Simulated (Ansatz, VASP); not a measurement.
**Cd: VASP beside Ansatz**

INCAR

```
PREC = Accurate
ENCUT = 600
EDIFF = 1E-6
ISMEAR = -1
SIGMA = 0.1
LREAL = False
LASPH = True
NELM = 60
ALGO = Normal
ISIF = 3
LWAVE = False
LCHARG = False
GGA = PS
IBRION = 2
NSW = 80
EDIFFG = -0.01
```

File KPOINTS:

```
regular mesh
0
Gamma
  12 12 6
```

The input POSCAR:

```
Cd
1.0
    2.9788725081      0.0000000000      0.0000000000
   -1.4894362540      2.5797792666      0.0000000000
    0.0000000000      0.0000000000      5.6176500000
Cd
2
Direct
    0.3333333333      0.6666666667      0.2500000000
    0.6666666667      0.3333333333      0.7500000000
```

Input for Ansatz:

```yaml
crystal:
  lattice:
    - [2.9788725081, 0.0, 0.0]
    - [-1.489436254, 2.5797792666, 0.0]
    - [0.0, 0.0, 5.61765]
  atoms:
    - { symbol: Cd, position: [0.3333333333, 0.6666666667, 0.25] }
    - { symbol: Cd, position: [0.6666666667, 0.3333333333, 0.75] }
hamiltonian:
  xc: pbesol
  pseudopotentials:
    kind: paw
    azcp:
      Cd: "pseudopotentials/Cd.paw.azcp"
basis:
  ecutwfc: 420
  fft_grid_basis: typed
kpoints:
  mp_grid: { grid: [12, 12, 6], shift: [0, 0, 0] }
magnetization:
  spin_polarized: false
scf:
  occupations: { method: fermi_dirac, width: 0.1 }
relax:
  max_steps: 60
  f_tol: 0.01
  cell: {}
```

Alike in both runs: task relaxation of cell and atoms; functional PBEsol; k mesh 12 × 12 × 6; occupations fermi-dirac, width 0.1 eV; no spin polarisation.

|  | VASP | Ansatz |
| --- | --- | --- |
| version | VASP 6.6.1 | Ansatz 0.2.0 |
| potentials or method | VASP PAW PBE potentials, release 64 (Cd), cutoff 600 eV | plane waves (420 eV) with PAW, scalar-relativistic |
| valence electrons in the cell | 24 | 40 |

VASP gave:

| Quantity | Value |
| --- | --- |
| relaxed volume (Å³/atom) | 21.33 |
| relaxed cell length with the largest relative difference (Å) | 2.934 |

Q: Which values does Ansatz return?

A: Relaxed volume (Å³/atom): 21.25; relaxed cell length with the largest relative difference (Å): 2.927.

VASP's potentials were made for PBE, not for PBEsol, and Ansatz warns of the same on its side. VASP's potentials hold 24 valence electrons a cell and Ansatz's 40, so a difference there can come from the potentials and not from the codes.
